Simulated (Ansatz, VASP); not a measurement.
# LaZn in VASP and in Ansatz

Contents of INCAR:

```
  PREC = Accurate
  ENCUT = 520
  EDIFF = 1E-6
  ISMEAR = -1
  SIGMA = 0.08
  LREAL = False
  LASPH = True
  NELM = 150
  ALGO = Normal
  ISIF = 2
  LWAVE = False
  LCHARG = False
  LNONCOLLINEAR = True
  MAGMOM = 0 0 0 0 0 0
  LORBIT = 11
  LSORBIT = True
  GGA_COMPAT = False
  LORBMOM = True
  LMAXMIX = 6
  GGA = CA
  NBANDS = 35
```

Contents of KPOINTS:

```
regular mesh
0
Gamma
  10 10 10
```

Contents of POSCAR:

```
LaZn
1.0
    3.6460354636      0.0000000000      0.0000000000
    0.0000000000      3.6460354636      0.0000000000
    0.0000000000      0.0000000000      3.6460354636
La Zn
1 1
Direct
    0.5000000000      0.5000000000      0.5000000000
    0.0000000000      0.0000000000      0.0000000000
```

Input for Ansatz:

```yaml
crystal:
  lattice:
    - [3.64603546365, 0.0, 0.0]
    - [0.0, 3.64603546365, 0.0]
    - [0.0, 0.0, 3.64603546365]
  atoms:
    - { symbol: La, position: [0.5, 0.5, 0.5] }
    - { symbol: Zn, position: [0.0, 0.0, 0.0] }
kpoints:
  mp_grid: { grid: [10, 10, 10] }
scf:
  occupations: { method: fermi_dirac, width: 0.08 }
hamiltonian:
  xc: lda
  pseudopotentials: { kind: paw_fr }
magnetization:
  noncollinear: true
  spin_orbit: true
output:
  forces: true
  stress: true
  eigenvalues: true
  eigenstates:
    nscf_kmesh: { grid: [12, 12, 12] }
    de_dk: true
    e_range: [-14, 14]
checkpoint:
  write: ck
  write_wavefunctions: false
```

Alike in both runs: task single point; functional LDA; k mesh 10 × 10 × 10; occupations fermi-dirac, width 0.08 eV; non-collinear spin, spin-orbit coupling.

```csv
,VASP,Ansatz
version,VASP 6.6.1,Ansatz 0.2.0
potentials or method,"VASP PAW LDA potentials, release 64 (La, Zn)","PAW with Ansatz's default frozen-core files, fully relativistic files with spin-orbit coupling"
plane-wave cutoff (eV),520,420
valence electrons in the cell,23,23
```

Ansatz gave:

| Quantity | Value |
| --- | --- |
| pressure (GPa) | 0.0 |

Q: What did VASP give for the same quantities?

A: Pressure (GPa): 0.1.

LDA's correlation is that of Perdew and Zunger in VASP and of Perdew and Wang (1992) in Ansatz.
